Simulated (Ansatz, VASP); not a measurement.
**One calculation of EuS3, two programs**

The input INCAR:

```
SYSTEM = EuS3
  PREC = Accurate
  ENCUT = 600
  EDIFF = 1E-6
  ISMEAR = 0
  SIGMA = 0.1
  LREAL = .FALSE.
  LASPH = .TRUE.
  NELM = 150
  ALGO = Normal
  ISIF = 3
  LWAVE = .FALSE.
  LCHARG = .FALSE.
  ISPIN = 2
  MAGMOM = 7 0 0 0
  LORBIT = 11
  LMAXMIX = 6
  GGA = PE
  IBRION = 2
  NSW = 90
  EDIFFG = -0.04
```

KPOINTS

```
regular mesh
0
G
  4 4 4
  0 0 0
```

POSCAR

```
EuS3
1.0
    4.3694093900      0.0000000000      0.0000000000
    0.0000000000      4.3694093900      0.0000000000
    0.0000000000      0.0000000000      4.3927921000
Eu S
1 3
Direct
    0.0000000000      0.0000000000      0.0000000000
    0.0000000000      0.5000000000      0.5000000000
    0.5000000000      0.0000000000      0.5000000000
    0.5000000000      0.5000000000      0.0000000000
```

Input for Ansatz:

```yaml
crystal:
  lattice:
    - [4.36940939, 0.0, 0.0]
    - [0.0, 4.36940939, 0.0]
    - [0.0, 0.0, 4.3927921]
  atoms:
    - { symbol: Eu, position: [0.0, 0.0, 0.0], spin: 7.0 }
    - { symbol: S, position: [0.0, 0.5, 0.5] }
    - { symbol: S, position: [0.5, 0.0, 0.5] }
    - { symbol: S, position: [0.5, 0.5, 0.0] }
basis:
  ecutwfc: 420
kpoints:
  mp_grid: { grid: [4, 4, 4] }
hamiltonian:
  xc: pbe
scf:
  occupations: { method: gaussian, width: 0.1 }
  lower_state_search: "off"
output:
  forces: true
  stress: true
  eigenvalues: true
  populations: true
magnetization:
  spin_polarized: true
relax:
  adjacent_minimum: "off"
  f_tol: 0.04
  max_steps: 70
  cell: { stress_tol: 0.4 }
```

Change from the starting cell: species swapped into the CdAu3 type (P4/mmm, No. 123).

Alike in both runs: task relaxation of cell and atoms; functional PBE; k mesh 4 × 4 × 4; occupations gaussian, width 0.1 eV; collinear spin.

```csv
,VASP,Ansatz
version,VASP 6.6.1,Ansatz 0.2.0
potentials or method,"VASP PAW PBE potentials, release 64 (Eu, S), cutoff 600 eV","scalar-relativistic, plane waves, PAW"
valence electrons in the cell,35,35
```

Ansatz gave:

```
gap on the k mesh at the Fermi level, each at its own relaxed structure (eV) : none
net moment per atom (μB)                                                     : 1.57
size of the moment on the site where the two differ most (μB)                : 6.48
relaxed volume (Å³/atom)                                                     : 19.55
relaxed cell length with the largest relative difference (Å)                 : 4.301
```

Which values does VASP return?

gap on the k mesh at the Fermi level, each at its own relaxed structure (eV): none; net moment per atom (μB): 1.57; size of the moment on the site where the two differ most (μB): 6.33; relaxed volume (Å³/atom): 19.46; relaxed cell length with the largest relative difference (Å): 4.287.

Site moments also hang on the region over which each program counts them. A gap of «none» marks a metal or a gap that the smearing closes.

Spin-orbit coupling is off throughout.
